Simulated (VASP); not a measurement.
# Ti3AlN4 (P4/mmm) in VASP: single point with PBE

Aim: the single point of Ti3AlN4 with PBE.

Everything below comes from runs of VASP 6.6.1. Logs are shortened: lines on timing, memory, paths and dates and some standing lists are left out, and cuts for length are marked.

### Step 1. The cell of the first run

The structure is tetragonal, space group P4/mmm (No. 123). The conventional cell has a = 2.974 Å, b = 2.974 Å, c = 8.463 Å, α = 90.00°, β = 90.00°, γ = 90.00°. Ti (site symmetry 4/mmm) has 6 N at 2.10 to 2.20 Å within 2.8 Å. Ti (site symmetry 4mm) has 6 N at 2.05 to 2.18 Å within 2.7 Å. Within 2.7 Å of Al (site symmetry 4/mmm) lie 6 N at 2.03 to 2.10 Å. N (site symmetry 4mm) has 1 Al at 2.03 Å and 5 Ti at 2.11 to 2.20 Å within 2.7 Å. Within 2.8 Å of N (site symmetry 4/mmm) lie 4 Al at 2.10 Å and 2 Ti at 2.18 Å. Within 2.7 Å of N (site symmetry 4/mmm) lie 6 Ti at 2.05 to 2.10 Å.

### Step 2. Single point, PBE

Contents of INCAR:

```
SYSTEM = Ti3AlN4
  ALGO = Normal
  EDIFF = 1E-6
  ENCUT = 520
  GGA = PE
  ISIF = 2
  ISMEAR = 0
  LASPH = .True.
  LCHARG = .False.
  LREAL = .False.
  LWAVE = .False.
  NBANDS = 40
  NELM = 60
  PREC = Accurate
  SIGMA = 0.1
```

Contents of KPOINTS:

```
k-points
0
Gamma
  12 12 6
  0 0 0
```

Contents of POSCAR:

```
Ti3AlN4
1.0
    2.9736551836      0.0000000000      0.0000000000
    0.0000000000      2.9736551836      0.0000000000
    0.0000000000      0.0000000000      8.4631220774
Ti Al N
3 1 4
Direct
    0.0000000000      0.0000000000      0.0000000000
    0.5000000000      0.5000000000      0.2427077166
    0.5000000000      0.5000000000      0.7572922834
    0.0000000000      0.0000000000      0.5000000000
    0.0000000000      0.0000000000      0.2596181070
    0.5000000000      0.5000000000      0.5000000000
    0.0000000000      0.0000000000      0.7403818930
    0.5000000000      0.5000000000      0.0000000000
```

Potentials or basis: VASP PAW PBE potentials, release 64 (Ti_sv, Al, N).

Command:

```bash
$ cat potpaw_PBE.64/Ti_sv/POTCAR potpaw_PBE.64/Al/POTCAR potpaw_PBE.64/N/POTCAR > POTCAR
$ mpirun -np 1 vasp_std > vasp.out
```

OUTCAR:

```text
SYSTEM = Ti3AlN4
   EDIFF = 1E-6
   ENCUT = 520
   GGA = PE
   ISIF = 2
   ISMEAR = 0
   LASPH = .True.
   LREAL = .False.
   NELM = 60
   PREC = Accurate

 ion  position               nearest neighbor table
   1  0.000  0.000  0.000-   8 2.10   8 2.10   8 2.10   8 2.10   5 2.20   7 2.20
   2  0.500  0.500  0.243-   8 2.05   5 2.11   5 2.11   5 2.11   5 2.11   6 2.18   4 3.03   4 3.03
                             4 3.03   4 3.03
   3  0.500  0.500  0.757-   8 2.05   7 2.11   7 2.11   7 2.11   7 2.11   6 2.18   4 3.03   4 3.03
                             4 3.03   4 3.03
   4  0.000  0.000  0.500-   5 2.03   7 2.03   6 2.10   6 2.10   6 2.10   6 2.10   3 3.03   3 3.03
                             2 3.03   3 3.03   2 3.03   2 3.03   3 3.03   2 3.03
   5  0.000  0.000  0.260-   4 2.03   2 2.11   2 2.11   2 2.11   2 2.11   1 2.20
   6  0.500  0.500  0.500-   4 2.10   4 2.10   4 2.10   4 2.10   2 2.18   3 2.18
   7  0.000  0.000  0.740-   4 2.03   3 2.11   3 2.11   3 2.11   3 2.11   1 2.20
   8  0.500  0.500  0.000-   2 2.05   3 2.05   1 2.10   1 2.10   1 2.10   1 2.10

  LATTYP: Found a simple tetragonal cell.
 ALAT       =     2.9736551836
 C/A-ratio  =     2.8460334352

  Lattice vectors:

 A1 = (   2.9736551836,   0.0000000000,   0.0000000000)
 A2 = (   0.0000000000,   2.9736551836,   0.0000000000)
 A3 = (   0.0000000000,   0.0000000000,   8.4631220774)

Analysis of symmetry for initial positions (statically):
=====================================================================
 Subroutine PRICEL returns:
 Original cell was already a primitive cell.

 Routine SETGRP: Setting up the symmetry group for a
 simple tetragonal supercell.

 Subroutine GETGRP returns: Found 16 space group operations
 (whereof 16 operations were pure point group operations)
 out of a pool of 16 trial point group operations.

The static configuration has the point symmetry D_4h.

Analysis of symmetry for dynamics (positions and initial velocities):
=====================================================================
 Subroutine PRICEL returns:
 Original cell was already a primitive cell.

 Routine SETGRP: Setting up the symmetry group for a
 simple tetragonal supercell.

 Subroutine GETGRP returns: Found 16 space group operations
 (whereof 16 operations were pure point group operations)
 out of a pool of 16 trial point group operations.

The dynamic configuration has the point symmetry D_4h.

 Subroutine INISYM returns: Found 16 space group operations
 (whereof 16 operations are pure point group operations),
 and found     1 'primitive' translations

----------------------------------------------------------------------------------------

                                     Primitive cell

  volume of cell :      74.8362

  direct lattice vectors                    reciprocal lattice vectors
     2.973655184  0.000000000  0.000000000     0.336286468  0.000000000  0.000000000
     0.000000000  2.973655184  0.000000000     0.000000000  0.336286468  0.000000000
     0.000000000  0.000000000  8.463122077     0.000000000  0.000000000  0.118159704

  length of vectors
     2.973655184  2.973655184  8.463122077     0.336286468  0.336286468  0.118159704

  position of ions in fractional coordinates (direct lattice)
     0.000000000  0.000000000  0.000000000
     0.500000000  0.500000000  0.242707717
     0.500000000  0.500000000  0.757292283
     0.000000000  0.000000000  0.500000000
     0.000000000  0.000000000  0.259618107
     0.500000000  0.500000000  0.500000000
     0.000000000  0.000000000  0.740381893
     0.500000000  0.500000000  0.000000000

  ion indices of the primitive-cell ions
   primitive index   ion index
                 1           1
                 2           2
                 3           3
                 4           4
                 5           5
                 6           6
                 7           7
                 8           8

----------------------------------------------------------------------------------------

 KPOINTS: k-points

Automatic generation of k-mesh.
 Grid dimensions read from file:
 generate k-points for:   12   12    6

 Generating k-lattice:

  Cartesian coordinates                     Fractional coordinates (reciprocal lattice)
     0.028023872  0.000000000  0.000000000     0.083333333  0.000000000  0.000000000
     0.000000000  0.028023872  0.000000000     0.000000000  0.083333333  0.000000000
     0.000000000  0.000000000  0.019693284     0.000000000  0.000000000  0.166666667

  Length of vectors
     0.028023872  0.028023872  0.019693284

  Shift w.r.t. Gamma in fractional coordinates (k-lattice)
     0.000000000  0.000000000  0.000000000

 Subroutine IBZKPT returns following result:
 ===========================================

 Found    112 irreducible k-points:

 Following reciprocal coordinates:
            Coordinates               Weight
  0.000000  0.000000  0.000000      1.000000
  0.083333  0.000000  0.000000      4.000000
  0.166667  0.000000  0.000000      4.000000
  0.250000  0.000000  0.000000      4.000000
  0.333333  0.000000  0.000000      4.000000
  0.416667  0.000000  0.000000      4.000000
[... 16 lines left out ...]
  0.333333  0.333333  0.000000      4.000000
  0.416667  0.333333  0.000000      8.000000
 [... further k-points ...]
   k-points           NKPTS =    112   k-points in BZ     NKDIM =    112   number of bands    NBANDS=     40
   number of dos      NEDOS =    301   number of ions     NIONS =      8
   total plane-waves  NPLWV =  36864
   dimension x,y,z NGX =    24 NGY =   24 NGZ =   64
   dimension x,y,z NGXF=    48 NGYF=   48 NGZF=  128
   ions per type =               3   1   4
   NGX,Y,Z   is equivalent  to a cutoff of  13.42, 13.42, 12.57 a.u.
   NGXF,Y,Z  is equivalent  to a cutoff of  26.84, 26.84, 25.14 a.u.
 SYSTEM =  Ti3AlN4
   PREC   = accura    normal or accurate (medium, high low for compatibility)
   ISTART =      0    job   : 0-new  1-cont  2-samecut
   ICHARG =      2    charge: 1-file 2-atom 10-const
   ISPIN  =      1    spin polarized calculation?
   LNONCOLLINEAR =      F non collinear calculations
   LSORBIT =      F    spin-orbit coupling
   LASPH  =      T    aspherical Exc in radial PAW
   ENCUT  =  520.0 eV  38.22 Ry    6.18 a.u.   5.53  5.53 15.74*2*pi/ulx,y,z
   NELM   =     60;   NELMIN=  2; NELMDL= -5     # of ELM steps
   EDIFF  = 0.1E-05   stopping-criterion for ELM
   LREAL  =      F    real-space projection
   EDIFFG = 0.1E-04   stopping-criterion for IOM
   NSW    =      0    number of steps for IOM
   IBRION =     -1    ionic relax: 0-MD 1-quasi-New 2-CG
   NFREE  =      0    steps in history (QN), initial steepest desc. (CG)
   ISIF   =      2    stress and relaxation
   ISYM   =      2    0-nonsym 1-usesym 2-fastsym
   POTIM  = 0.5000    time-step for ionic-motion
   TEBEG  =    0.0;   TEEND  =   0.0 temperature during run
   PSTRESS=    0.0 pullay stress
   NELECT =      59.0000    total number of electrons
   NUPDOWN=      -1.0000    fix difference up-down
   EMIN   =  10.00;   EMAX   =-10.00  energy-range for DOS
   EFERMI =   0.00;   METHOD = LEGACY
   ISMEAR =     0;   SIGMA  =   0.10  broadening in eV -4-tet -1-fermi 0-gaus
   EFERMI_NEDOS =   21; number of points for ismear=-14 and -15
   IALGO  =     38    algorithm
   IMIX   =      4    mixing-type and parameters
     AMIX     =   0.40;   BMIX     =  1.00
     AMIX_MAG =   1.60;   BMIX_MAG =  1.00
  volume/ion in A,a.u.               =       9.35        63.13
  Fermi-wavevector in a.u.,A,eV,Ry     =   1.512359  2.857944 31.119650  2.287230
  Thomas-Fermi vector in A             =   2.622294
   LORBIT       =      0    0 simple, 1 ext, 2 COOP (PROOUT), +10 PAW based schemes
   GGA     = PE    functional components
   LHFCALC =     F    Hartree Fock is set to
   AEXX    =    0.0000 exact exchange contribution
   IVDW    =     0    specifies the selected vdW correction
   LEPSILON=     F    determine dielectric tensor
   LRPA    =     F    only Hartree local field effects (RPA)
 non-spin polarized calculation
 Gauss-broadening in eV      SIGMA  =   0.10
  energy-cutoff  :      520.00
  volume of cell :       74.84
 maximum number of plane-waves:      2040
 NGX is ok and might be reduce to    24
   NGX = 11   NGY = 11   NGZ = 31

 number of electron      58.9999976 magnetization

 Free energy of the ion-electron system (eV)
  ---------------------------------------------------
  ext. energy  EPLUGINS =         0.00000000
  ---------------------------------------------------
  free energy    TOTEN  =       -73.05625350 eV

  energy without entropy =      -73.04567241  energy(sigma->0) =      -73.05096295

 E-fermi :  11.2673     XC(G=0): -12.7770

 val. band max:       11.2576968511   @ k =   0.5000   0.1667   0.1667
 cond. band min:      11.2857436620   @ k =   0.5000   0.1667   0.0000
 fundamental gap:      0.0280468108
 Fermi energy:        11.2672613570

 k-point     1 :       0.0000    0.0000    0.0000
  band No.  band energies     occupation
      1     -46.5610      2.00000
      2     -46.5448      2.00000
      3     -46.3397      2.00000
      4     -22.9952      2.00000
      5     -22.8914      2.00000
      6     -22.7132      2.00000
[... 32 lines left out ...]
     39      13.2448      0.00000
     40      13.7607      0.00000

 k-point     2 :       0.0833    0.0000    0.0000
  band No.  band energies     occupation
      1     -46.5576      2.00000
      2     -46.5424      2.00000
      3     -46.3382      2.00000
      4     -22.9892      2.00000
      5     -22.9020      2.00000
      6     -22.7319      2.00000
[... 32 lines left out ...]
     39      13.4101      0.00000
     40      13.7450      0.00000

 k-point     3 :       0.1667    0.0000    0.0000
  band No.  band energies     occupation
      1     -46.5483      2.00000
      2     -46.5358      2.00000
      3     -46.3342      2.00000
      4     -22.9760      2.00000
      5     -22.9372      2.00000
      6     -22.7877      2.00000
[... 32 lines left out ...]
     39      13.8959      0.00000
     40      14.0766      0.00000

 k-point     4 :       0.2500    0.0000    0.0000
  band No.  band energies     occupation
      1     -46.5354      2.00000
      2     -46.5267      2.00000
      3     -46.3288      2.00000
      4     -22.9964      2.00000
      5     -22.9843      2.00000
      6     -22.8616      2.00000
[... 32 lines left out ...]
     39      14.9496      0.00000
     40      15.0269      0.00000
[... 772 lines left out ...]
     39      14.4575      0.00000
     40      15.5128      0.00000

 k-point    23 :       0.3333    0.3333    0.0000
  band No.  band energies     occupation
      1     -46.4930      2.00000
      2     -46.4915      2.00000
      3     -46.2997      2.00000
      4     -22.9916      2.00000
      5     -22.9651      2.00000
      6     -22.9564      2.00000
[... 32 lines left out ...]
     39      14.3456      0.00000
     40      14.5865      0.00000

 k-point    24 :       0.4167    0.3333    0.0000
  band No.  band energies     occupation
      1     -46.4858      2.00000
      2     -46.4851      2.00000
      3     -46.2939      2.00000
      4     -23.0170      2.00000
      5     -23.0085      2.00000
      6     -22.9891      2.00000
[... 32 lines left out ...]
     39      14.1313      0.00000
     40      14.8553      0.00000

 [... further k-points ...]
[... 5 lines left out ...]
  --------------------------------------------------------------------------------------
  -------------------------------------------------------------------------------------
  Total        0.1334736      0.1334736      0.1113525      0.0000000     -0.0000000      0.0000000
  in kB        2.8575511      2.8575511      2.3839582      0.0000000     -0.0000000      0.0000000
  external PRESSURE =       2.6996868 kB  Pullay stress =       0.0000000 kB

 VOLUME and BASIS-vectors are now :
 -----------------------------------------------------------------------------
  energy-cutoff  :      520.00
  volume of cell :       74.84
      direct lattice vectors                 reciprocal lattice vectors
     2.973655184  0.000000000  0.000000000     0.336286468  0.000000000  0.000000000
     0.000000000  2.973655184  0.000000000     0.000000000  0.336286468  0.000000000
     0.000000000  0.000000000  8.463122077     0.000000000  0.000000000  0.118159704

 POSITION                                       TOTAL-FORCE (eV/Angst)
 -----------------------------------------------------------------------------------
      0.00000      0.00000      0.00000        -0.000000      0.000000      0.000000
      1.48683      1.48683      2.05407        -0.000000     -0.000000      0.008428
      1.48683      1.48683      6.40906         0.000000     -0.000000     -0.008428
      0.00000      0.00000      4.23156        -0.000000      0.000000      0.000000
      0.00000      0.00000      2.19718         0.000000      0.000000      0.015562
      1.48683      1.48683      4.23156        -0.000000      0.000000      0.000000
      0.00000      0.00000      6.26594         0.000000      0.000000     -0.015562
      1.48683      1.48683      0.00000        -0.000000      0.000000      0.000000
 -----------------------------------------------------------------------------------
    total drift:                                0.000000     -0.000000      0.000000

  FREE ENERGIE OF THE ION-ELECTRON SYSTEM (eV)
  ---------------------------------------------------
  free  energy   TOTEN  =       -73.0562534951 eV

  energy  without entropy=      -73.0456724093  energy(sigma->0) =      -73.05096295
```

It took 13 min on 1 thread of AMD EPYC 7R13, shared host; peak memory 0.34 GiB.

What came out:

```yaml
Free_energy: -73.0563 eV
Pressure: 0.3 GPa
Largest_force: 0.016 eV/Å
Band_gap_on_the_k_mesh: zero (an odd number of electrons rules out a gap without spin polarisation)
```

Forces in eV/Å, atoms in the order of the input:
```
Ti   0.000  0.000  0.000
Ti   0.000  0.000  0.008
Ti   0.000  0.000 -0.008
Al   0.000  0.000  0.000
N    0.000  0.000  0.016
N    0.000  0.000  0.000
N    0.000  0.000 -0.016
N    0.000  0.000  0.000
```

The gap in the log of VASP goes by the Fermi energy; the results here count the filled bands.